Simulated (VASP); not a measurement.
# Ta12H2N13 in VASP: single point with PBE

Aim: the single point of Ta12H2N13 with PBE.

Program: VASP 6.6.1. These are calculated values, not measurements. Logs are shortened: lines on timing, memory, paths and dates and some standing lists are left out, and cuts for length are marked.

## (1) The cell of the first run

The cell holds a slab with vacuum, 27 atoms: a = 6.163 Å, b = 6.163 Å, c = 17.290 Å, α = 90.00°, β = 90.00°, γ = 60.00°.

## (2) Single point, PBE, collinear spin

Contents of INCAR:

```
PREC     = Accurate       # precision mode
ENCUT    = 520            # plane-wave cutoff, eV
EDIFF    = 1E-6           # SCF threshold, eV
ISMEAR   = 0              # smearing method
SIGMA    = 0.05           # smearing width, eV
LREAL    = F              # projectors in reciprocal space
LASPH    = T              # aspherical terms in the spheres
NELM     = 200            # most SCF steps
ALGO     = Normal         # electronic algorithm
ISIF     = 2              # what is computed and relaxed
LWAVE    = F              # write WAVECAR
LCHARG   = F              # write CHGCAR
ISPIN    = 2              # spin polarisation
MAGMOM   = 0 0 0 0 0 0 0 0 0 0 0 0 0 0 0 0 0 0 0 0 0 0 0 0 1 0 0 # initial moments
LORBIT   = 11             # projections on sites
LMAXMIX  = 4              # l up to which the mixer works
GGA      = PE             # functional
NBANDS   = 122            # bands
GGA_COMPAT= F            
NELMDL   = -8           
NCORE    = 4
```

Contents of KPOINTS:

```
regular mesh
0
Gamma
  2 2 1
```

Contents of POSCAR:

```
Ta12H2N13
1.0
    6.1631430000      0.0000000000      0.0000000000
    3.0815710000      5.3374380000      0.0000000000
    0.0000000000      0.0000000000     17.2902310000
Ta N H
12 13 2
Direct
    0.3333333000      0.8333333000      0.1305966000
    0.3333333000      0.3333333000      0.1305966000
    0.8333333000      0.8333333000      0.1305966000
    0.8333333000      0.3333333000      0.1305966000
    0.0010652229      0.4829947363      0.2829821321
   -0.0124538789      0.0402195460      0.2844309792
    0.5065867770      0.4815396249      0.2824517804
    0.4768057374      0.0432405893      0.2829966220
    0.6549625286      0.1881979057      0.4371637265
    0.6385317092      0.7161050605      0.4307744514
    0.1491138227      0.1886149334      0.4358804609
    0.1526003321      0.6921734706      0.4320516472
    0.0000000000      0.0000000000      0.0578361000
    0.0000000000      0.5000000000      0.0578361000
    0.5000000000      0.0000000000      0.0578361000
    0.5000000000      0.5000000000      0.0578361000
    0.6558015469      0.6816901600      0.2138745956
    0.6739557648      0.1574135215      0.2039374681
    0.1584191443      0.6801983566      0.2148300517
    0.1717857694      0.1597211604      0.2021214405
    0.3135938521      0.3654612435      0.3643608260
    0.3281450874      0.8431007978      0.3531485122
    0.8100338495      0.3657439602      0.3671617664
    0.8235753976      0.8502397728      0.3516683447
    0.8851182924      0.2248571906      0.5288054735
    0.9687520597      0.0740100573      0.5655371734
    0.8053699196      0.3796835116      0.5639661741
```

Potentials or basis: VASP PAW PBE potentials, release 64 (Ta_pv, N, H).

Command:

```sh
$ cat potpaw_PBE.64/Ta_pv/POTCAR potpaw_PBE.64/N/POTCAR potpaw_PBE.64/H/POTCAR > POTCAR
$ mpirun -np 4 vasp_std > vasp.out
```

OUTCAR:

```text
PREC = Accurate
   ENCUT = 520
   EDIFF = 1E-6
   ISMEAR = 0
   LREAL = F
   LASPH = T
   NELM = 200
   ISIF = 2
   ISPIN = 2
   LORBIT = 11
   GGA = PE
   NELMDL = -8

 ion  position               nearest neighbor table
   1  0.333  0.833  0.131-  20 2.14  16 2.18  13 2.18  15 2.18  17 2.24  19 2.28   2 3.08   2 3.08
                             4 3.08   4 3.08   3 3.08   3 3.08   7 3.23   6 3.24   8 3.25
   2  0.333  0.333  0.131-  20 2.18  15 2.18  14 2.18  16 2.18  18 2.22  19 2.36   8 3.06   1 3.08
                             1 3.08   3 3.08   3 3.08   4 3.08   4 3.08   7 3.14   5 3.18
   3  0.833  0.833  0.131-  18 2.14  14 2.18  15 2.18  13 2.18  19 2.27  17 2.27   4 3.08   4 3.08
                             2 3.08   2 3.08   1 3.08   1 3.08   5 3.23   8 3.26   6 3.29
   4  0.833  0.333  0.131-  13 2.18  16 2.18  14 2.18  20 2.19  18 2.19  17 2.35   3 3.08   3 3.08
                             1 3.08   1 3.08   2 3.08   2 3.08   6 3.09   5 3.13   7 3.15
   5  0.001  0.483  0.283-  21 2.20  17 2.20  23 2.21  20 2.22  19 2.23  24 2.29   6 2.77   8 2.83
                             7 3.05  11 3.08   7 3.11   4 3.13   2 3.18  10 3.22  12 3.22   3 3.23
   6  0.988  0.040  0.284-  20 2.17  22 2.18  18 2.19  24 2.22  23 2.25  19 2.27   5 2.77   7 2.85
                             8 3.02   4 3.09  11 3.10   8 3.14  12 3.16   9 3.18   1 3.24   3 3.29
   7  0.507  0.482  0.282-  21 2.19  23 2.19  18 2.20  19 2.20  17 2.22  22 2.28   8 2.80   6 2.85
                             5 3.05   9 3.10   5 3.11   2 3.14   4 3.15  12 3.21   1 3.23  10 3.24
   8  0.477  0.043  0.283-  20 2.16  18 2.17  24 2.20  21 2.22  22 2.23  17 2.27   7 2.80   5 2.83
                             6 3.02   2 3.06  10 3.09   6 3.14  11 3.17   9 3.18   1 3.25   3 3.26
   9  0.655  0.188  0.437-  23 2.15  25 2.21  21 2.21  24 2.33  10 2.96  11 3.05  12 3.06   7 3.10
                            12 3.10  11 3.12   8 3.18   6 3.18  10 3.21
  10  0.639  0.716  0.431-  22 2.14  23 2.17  24 2.19   9 2.96  11 2.97  12 3.07   8 3.09  12 3.10
                            11 3.20   9 3.21   5 3.22   7 3.24
  11  0.149  0.189  0.436-  23 2.17  21 2.20  25 2.22  22 2.33  10 2.97   9 3.05  12 3.05   5 3.08
                             6 3.10  12 3.12   9 3.12   8 3.17  10 3.20
  12  0.153  0.692  0.432-  21 2.10  22 2.21  24 2.24  11 3.05   9 3.06  10 3.07  10 3.10   9 3.10
                            11 3.12   6 3.16   7 3.21   5 3.22
  13  0.000  0.000  0.058-   4 2.18   1 2.18   3 2.18
  14  0.000  0.500  0.058-   3 2.18   2 2.18   4 2.18
  15  0.500  0.000  0.058-   2 2.18   3 2.18   1 2.18
  16  0.500  0.500  0.058-   1 2.18   4 2.18   2 2.18
  17  0.656  0.682  0.214-   5 2.20   7 2.22   1 2.24   8 2.27   3 2.27   4 2.35
  18  0.674  0.157  0.204-   3 2.14   8 2.17   6 2.19   4 2.19   7 2.20   2 2.22
  19  0.158  0.680  0.215-   7 2.20   5 2.23   3 2.27   6 2.27   1 2.28   2 2.36
  20  0.172  0.160  0.202-   1 2.14   8 2.16   6 2.17   2 2.18   4 2.19   5 2.22
  21  0.314  0.365  0.364-  12 2.10   7 2.19   5 2.20  11 2.20   9 2.21   8 2.22
  22  0.328  0.843  0.353-  10 2.14   6 2.18  12 2.21   8 2.23   7 2.28  11 2.33
  23  0.810  0.366  0.367-   9 2.15  11 2.17  10 2.17   7 2.19   5 2.21   6 2.25
  24  0.824  0.850  0.352-  10 2.19   8 2.20   6 2.22  12 2.24   5 2.29   9 2.33
  25  0.885  0.225  0.529-  27 1.03  26 1.03   9 2.21  11 2.22
  26  0.969  0.074  0.566-  25 1.03
  27  0.805  0.380  0.564-  25 1.03

  LATTYP: Found a hexagonal cell.
 ALAT       =     6.1631423991
 C/A-ratio  =     2.8054245514

  Lattice vectors:

 A1 = (  -3.0815710000,  -5.3374380000,   0.0000000000)
 A2 = (   6.1631430000,   0.0000000000,   0.0000000000)
 A3 = (   0.0000000000,   0.0000000000,  17.2902310000)

Analysis of symmetry for initial positions (statically):
=====================================================================
 Subroutine PRICEL returns:
 Original cell was already a primitive cell.

 Routine SETGRP: Setting up the symmetry group for a
 hexagonal supercell.

 Subroutine GETGRP returns: Found  1 space group operations
 (whereof  1 operations were pure point group operations)
 out of a pool of 24 trial point group operations.

The static configuration has the point symmetry C_1 .

Analysis of symmetry for dynamics (positions and initial velocities):
=====================================================================
 Subroutine PRICEL returns:
 Original cell was already a primitive cell.

 Routine SETGRP: Setting up the symmetry group for a
 hexagonal supercell.

 Subroutine GETGRP returns: Found  1 space group operations
 (whereof  1 operations were pure point group operations)
 out of a pool of 24 trial point group operations.

The dynamic configuration has the point symmetry C_1 .

Analysis of structural, dynamic, and magnetic symmetry:
=====================================================================
 Subroutine PRICEL returns:
 Original cell was already a primitive cell.

 Routine SETGRP: Setting up the symmetry group for a
 hexagonal supercell.
[... 134 lines left out ...]
   EDIFF  = 0.1E-05   stopping-criterion for ELM
   LREAL  =      F    real-space projection
   EDIFFG = 0.1E-04   stopping-criterion for IOM
   NSW    =      0    number of steps for IOM
   IBRION =     -1    ionic relax: 0-MD 1-quasi-New 2-CG
   NFREE  =      0    steps in history (QN), initial steepest desc. (CG)
   ISIF   =      2    stress and relaxation
   ISYM   =      2    0-nonsym 1-usesym 2-fastsym
   POTIM  = 0.5000    time-step for ionic-motion
   TEBEG  =    0.0;   TEEND  =   0.0 temperature during run
   PSTRESS=    0.0 pullay stress
   NELECT =     199.0000    total number of electrons
   NUPDOWN=      -1.0000    fix difference up-down
   EMIN   =  10.00;   EMAX   =-10.00  energy-range for DOS
   EFERMI =   0.00;   METHOD = LEGACY
   ISMEAR =     0;   SIGMA  =   0.05  broadening in eV -4-tet -1-fermi 0-gaus
   EFERMI_NEDOS =   21; number of points for ismear=-14 and -15
   IALGO  =     38    algorithm
   IMIX   =      4    mixing-type and parameters
     AMIX     =   0.40;   BMIX     =  1.00
     AMIX_MAG =   1.60;   BMIX_MAG =  1.00
  volume/ion in A,a.u.               =      21.07       142.16
  Fermi-wavevector in a.u.,A,eV,Ry     =   1.153579  2.179948 18.105869  1.330744
  Thomas-Fermi vector in A             =   2.290222
   LORBIT       =     11    0 simple, 1 ext, 2 COOP (PROOUT), +10 PAW based schemes
   GGA     = PE    functional components
   LHFCALC =     F    Hartree Fock is set to
   AEXX    =    0.0000 exact exchange contribution
   IVDW    =     0    specifies the selected vdW correction
   LEPSILON=     F    determine dielectric tensor
   LRPA    =     F    only Hartree local field effects (RPA)
 spin polarized calculation
 Gauss-broadening in eV      SIGMA  =   0.05
  energy-cutoff  :      520.00
  volume of cell :      568.77
 maximum number of plane-waves:     15317
 NGX is ok and might be reduce to    48
   NGX = 23   NGY = 23   NGZ = 65

 number of electron     199.0000004 magnetization       0.0023980

 number of electron     199.0000004 magnetization      -0.0000644

 Free energy of the ion-electron system (eV)
  ---------------------------------------------------
  ext. energy  EPLUGINS =         0.00000000
  ---------------------------------------------------
  free energy    TOTEN  =      -269.79055107 eV

  energy without entropy =     -269.78740459  energy(sigma->0) =     -269.78897783

 E-fermi :   1.2999     XC(G=0):  -7.5164

 val. band max:        1.2380734731   @ k =   0.5000   0.5000   0.0000
 cond. band min:       1.3637222970   @ k =   0.0000   0.0000   0.0000
 fundamental gap:      0.1256488239
 Fermi energy:         1.2999205761

 spin component 1

 k-point     1 :       0.0000    0.0000    0.0000
  band No.  band energies     occupation
      1     -34.8400      1.00000
      2     -34.8059      1.00000
      3     -34.7892      1.00000
      4     -34.7003      1.00000
      5     -34.6714      1.00000
      6     -34.6547      1.00000
[... 445 lines left out ...]
    110       2.9448      0.00000
    111       3.0316      0.00000
 Fermi energy:         1.2999205761

 spin component 2

 k-point     1 :       0.0000    0.0000    0.0000
  band No.  band energies     occupation
      1     -34.8400      1.00000
      2     -34.8059      1.00000
      3     -34.7892      1.00000
      4     -34.7003      1.00000
      5     -34.6714      1.00000
      6     -34.6547      1.00000
[... 445 lines left out ...]
    110       2.9448      0.00000
    111       3.0316      0.00000
 [bands above 111 left out]

------------------------ aborting loop because EDIFF is reached ----------------------------------------

  FORCE on cell =-STRESS in cart. coord.  units (eV):
  Direction    XX          YY          ZZ          XY          YZ          ZX
  --------------------------------------------------------------------------------------
  -------------------------------------------------------------------------------------
  Total      -10.3855021     -8.4811985    -22.6930969      0.3037866      0.0802272      0.1575242
  in kB      -29.2551412    -23.8908680    -63.9246660      0.8557429      0.2259937      0.4437334
  external PRESSURE =     -39.0235584 kB  Pullay stress =       0.0000000 kB

 VOLUME and BASIS-vectors are now :
 -----------------------------------------------------------------------------
  energy-cutoff  :      520.00
  volume of cell :      568.77
      direct lattice vectors                 reciprocal lattice vectors
     6.163143000  0.000000000  0.000000000     0.162254875 -0.093677888  0.000000000
     3.081571000  5.337438000  0.000000000     0.000000000  0.187355806  0.000000000
     0.000000000  0.000000000 17.290231000     0.000000000  0.000000000  0.057836127

 POSITION                                       TOTAL-FORCE (eV/Angst)
 -----------------------------------------------------------------------------------
      4.62236      4.44786      2.25805         0.145353      0.172953     -5.039634
      3.08157      1.77915      2.25805        -0.126012     -0.080721     -4.424904
      7.70393      4.44786      2.25805        -0.061486      0.149970     -4.966405
      6.16314      1.77915      2.25805         0.186904     -0.180160     -4.155568
      1.49495      2.57795      4.89283        -0.004581     -0.003161     -0.012357
      6.21033      0.21467      4.91788        -0.000543      0.007599      0.002009
[... 19 lines left out ...]
      6.19862      0.39502      9.77827        -0.002272      0.010459     -0.019281
      6.13363      2.02654      9.75111        -0.000436     -0.010675     -0.019930
 -----------------------------------------------------------------------------------
    total drift:                               -0.000093     -0.000267     -0.000150

  FREE ENERGIE OF THE ION-ELECTRON SYSTEM (eV)
  ---------------------------------------------------
  free  energy   TOTEN  =      -269.7905510654 eV

  energy  without entropy=     -269.7874045864  energy(sigma->0) =     -269.78897783

 total charge

# of ion       s       p       d       tot
------------------------------------------
    1        0.315   6.244   2.221   8.780
    2        0.313   6.233   2.252   8.799
    3        0.314   6.242   2.217   8.772
    4        0.314   6.234   2.257   8.805
    5        0.277   6.216   2.478   8.972
    6        0.284   6.225   2.470   8.980
[... 19 lines left out ...]
   26        0.622   0.083   0.000   0.705
   27        0.628   0.082   0.000   0.710
--------------------------------------------------
tot         21.154 106.603  27.992 155.750

 magnetization (x)

# of ion       s       p       d       tot
------------------------------------------
    1        0.000   0.000   0.000   0.000
    2        0.000   0.000   0.000   0.000
    3        0.000   0.000   0.000   0.000
    4        0.000   0.000   0.000   0.000
    5       -0.000  -0.000  -0.000  -0.000
    6       -0.000  -0.000  -0.000  -0.000
[... 19 lines left out ...]
   26       -0.000   0.000   0.000  -0.000
   27       -0.000   0.000   0.000  -0.000
--------------------------------------------------
tot         -0.000   0.000  -0.000   0.000
```

Wall time 13 min (4 MPI ranks of AMD EPYC 7R13 (Zen 3), shared host); peak memory 0.37 GiB.

Results:

```yaml
Free_energy: -269.7906 eV
Largest_force: 5.045 eV/Å
Net_moment: 0.00 μB per cell
Valence_electrons_inside_the_program's_atomic_spheres: Ta 8.78, 8.80, 8.77, 8.97, 8.98, 8.99, 8.76 (each value once); N 3.57, 3.73, 3.78, 3.79, 3.76, 3.75, 3.72, 3.88 (each value once); H 0.70, 0.71
```

Forces on the atoms (eV/Å):
```
Ta   0.145  0.173 -5.040
Ta  -0.126 -0.081 -4.425
Ta  -0.061  0.150 -4.966
Ta   0.187 -0.180 -4.156
Ta  -0.005 -0.003 -0.012
Ta  -0.001  0.008  0.002
Ta  -0.001 -0.011 -0.009
Ta   0.005 -0.001  0.001
Ta  -0.010 -0.017  0.025
Ta   0.004  0.009  0.044
Ta   0.012 -0.012  0.023
Ta  -0.007  0.015  0.035
N   -0.069 -0.321  4.693
N    0.025  0.304  4.495
N   -0.008 -0.200  4.626
N   -0.088  0.154  4.563
N    0.001  0.000  0.002
N    0.000  0.001 -0.002
N   -0.004  0.000  0.002
N    0.000  0.007  0.003
N    0.000  0.002  0.016
N   -0.005  0.005  0.012
N   -0.001  0.001  0.015
N    0.004 -0.005  0.017
N    0.003  0.004  0.073
H   -0.002  0.010 -0.019
H    0.000 -0.011 -0.020
```

Levels at points of the mesh, in eV from the Fermi level:
Spin up:
| k point | band 95 | band 96 | band 97 | band 98 | band 99 | band 100 | band 101 | band 102 | band 103 | band 104 |
| --- | --- | --- | --- | --- | --- | --- | --- | --- | --- | --- |
| (0.00, 0.00, 0.00) | -0.65 | -0.62 | -0.56 | -0.33 | -0.22 | 0.06 | 0.18 | 0.45 | 0.61 | 0.71 |
| (0.50, 0.00, 0.00) | -1.21 | -0.75 | -0.51 | -0.40 | -0.19 | 0.09 | 0.28 | 0.62 | 0.78 | 0.89 |
| (0.50, 0.50, 0.00) | -1.21 | -0.79 | -0.51 | -0.46 | -0.23 | -0.06 | 0.40 | 0.52 | 0.74 | 0.86 |
| (0.00, 0.50, 0.00) | -1.26 | -1.03 | -0.63 | -0.57 | -0.24 | -0.15 | 0.23 | 0.31 | 0.74 | 0.81 |
Spin down:
```tsv
k point	band 95	band 96	band 97	band 98	band 99	band 100	band 101	band 102	band 103	band 104
(0.00, 0.00, 0.00)	-0.65	-0.62	-0.56	-0.33	-0.22	0.06	0.18	0.45	0.61	0.71
(0.50, 0.00, 0.00)	-1.21	-0.75	-0.51	-0.40	-0.19	0.09	0.28	0.62	0.78	0.89
(0.50, 0.50, 0.00)	-1.21	-0.79	-0.51	-0.46	-0.23	-0.06	0.40	0.52	0.74	0.86
(0.00, 0.50, 0.00)	-1.26	-1.03	-0.63	-0.57	-0.24	-0.15	0.23	0.31	0.74	0.81
```

Caveat: the k points lie up to 0.59 Å⁻¹ apart; spin-orbit coupling is left out, which moves the levels of the heavy elements.
